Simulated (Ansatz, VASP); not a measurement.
## IrO: VASP beside Ansatz

```
CELL_PARAMETERS angstrom
0.00000 2.37128 2.37128
2.37128 0.00000 2.37128
2.37128 2.37128 0.00000
ATOMIC_POSITIONS crystal
Ir 0.00000 0.00000 0.00000
O 0.25000 0.25000 0.25000
```

Alike in both runs: functional r2SCAN; k mesh 16 × 16 × 16; occupations gaussian, width 0.1 eV; collinear spin.

Ansatz relaxed the structure, and its values are those at the end. VASP's run is a single point on that final structure, the one shown.

|  | VASP | Ansatz |
| --- | --- | --- |
| version | VASP 6.6.1 | Ansatz 0.2.0 |
| potentials or method | VASP PAW PBE potentials, release 64 (Ir, O), cutoff 520 eV | scalar-relativistic, plane waves, PAW |
| valence electrons in the cell | 15 | 23 |

VASP gave:

```
gap on the k mesh at the Fermi level (eV)                     : none
pressure (GPa)                                                : 0.5
net moment per atom (μB)                                      : 0.00
size of the moment on the site where the two differ most (μB) : 0.00
```

Q: What did Ansatz give for the same quantities?

A: gap on the k mesh at the Fermi level (eV): none; pressure (GPa): 0.0; net moment per atom (μB): 0.52; size of the moment on the site where the two differ most (μB): 0.70.

The net moments are unlike, so the other rows may belong to different states. VASP's potentials were made for PBE, not for r2SCAN. Site moments also hang on the region over which each program counts them. A gap of «none» marks a metal or a gap that the smearing closes. VASP's potentials hold 15 valence electrons a cell and Ansatz's 23, so a difference there can come from the potentials and not from the codes.

Spin-orbit coupling is off throughout.
